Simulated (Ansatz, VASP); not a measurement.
One calculation of Rb2Cd, two programs

```
CELL_PARAMETERS angstrom
0.00000 6.04980 6.04980
6.04980 0.00000 6.04980
6.04980 6.04980 0.00000
ATOMIC_POSITIONS crystal
Rb 0.62500 0.62500 0.62500
Rb 0.12500 0.62500 0.62500
Rb 0.62500 0.62500 0.12500
Rb 0.62500 0.12500 0.62500
Cd 0.00000 0.00000 0.00000
Cd 0.25000 0.25000 0.25000
```

Alike in both runs: functional PBE; k mesh 4 × 4 × 4; occupations gaussian, width 0.1 eV; no spin polarisation.

Ansatz relaxed the structure, and its values are those at the end. VASP's run is a single point on that final structure, the one shown.

```csv
,VASP,Ansatz
version,VASP 6.6.1,Ansatz 0.2.0
potentials or method,"VASP PAW PBE potentials, release 64 (Rb_sv, Cd), cutoff 520 eV","scalar-relativistic, plane waves, PAW"
valence electrons in the cell,60,76
```

```tsv
	VASP	Ansatz	Ansatz less VASP
gap on the k mesh at the Fermi level (eV)	none	none	-
pressure (GPa)	0.1	0.1	0.00
```

A gap of «none» marks a metal or a gap that the smearing closes. VASP's potentials hold 60 valence electrons a cell and Ansatz's 76, so a difference there can come from the potentials and not from the codes.
